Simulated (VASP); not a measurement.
Input of a VASP 6.6.1 run:

INCAR

```
ALGO = Normal
EDIFF = 1E-6
ENCUT = 520
GGA = CA
ISIF = 2
ISMEAR = 0
LASPH = T
LCHARG = T
LELF = T
LREAL = F
LVHAR = T
LWAVE = F
NBANDS = 41
NELM = 100
PREC = Accurate
SIGMA = 0.05
```

The input KPOINTS:

```
k-points
0
Gamma
  6 6 6
```

File POSCAR:

```
AlGa3N4
1.0
    4.2939496006      0.0515716627      0.0515716627
    0.0515716627      4.2939496006      0.0515716627
    0.0515716627      0.0515716627      4.2939496006
Al Ga N
1 3 4
Direct
    0.0000000000      0.0000000000      0.0000000000
    0.5000000000      0.5000000000      0.0000000000
    0.5000000000      0.0000000000      0.5000000000
    0.0000000000      0.5000000000      0.5000000000
    0.7548078379      0.7548078379      0.2451921621
    0.7548078379      0.2451921621      0.7548078379
    0.2451921621      0.7548078379      0.7548078379
    0.2451921621      0.2451921621      0.2451921621
```

Potentials or basis: VASP PAW LDA potentials, release 64 (Al, Ga_d, N).

Command:

```bash
$ cat potpaw_LDA.64/Al/POTCAR potpaw_LDA.64/Ga_d/POTCAR potpaw_LDA.64/N/POTCAR > POTCAR
$ mpirun -np 1 vasp_std > vasp.out
```

(1) Estimate the pressure.

(2) Estimate the band gap on the k mesh.

(3) What does it give for the largest force?

Answers

(1) 24.7 GPa.

(2) 3.12 eV.

(3) 0.698 eV/Å.

Caveat: the cell stands under pressure.
